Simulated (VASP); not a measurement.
Crystal: RbBr.

```xyz
2
Lattice="0.0000 3.4942 3.4942 3.4942 0.0000 3.4942 3.4942 3.4942 0.0000" Properties=species:S:1:pos:R:3 pbc="T T T"
Rb    0.0000    0.0000    0.0000
Br    3.4942    3.4942    3.4942
```

Base run:

| Quantity | Value |
| --- | --- |
| Program | VASP 6.6.1 |
| Functional | PBE |
| Potentials or basis | VASP PAW PBE potentials, release 64 (Rb_sv, Br) |
| Cutoff | 520 eV |
| k mesh | 7 × 7 × 7 |
| Occupations | fermi-dirac, width 0.05 eV |
| Spin | no spin polarisation |

Its results: band gap on the k mesh 4.22 eV; pressure 0.2 GPa.

Task: The run is repeated on the same cell with these changes: functional from PBE to LDA; potentials or basis from VASP PAW PBE potentials, release 64 (Rb_sv, Br) to VASP PAW LDA potentials, release 64 (Rb_sv, Br). What comes out?

Result: Band gap on the k mesh 3.83 eV; pressure -1.8 GPa.

Caveats: an odd mesh through Γ misses points on the zone boundary, where band edges can lie.
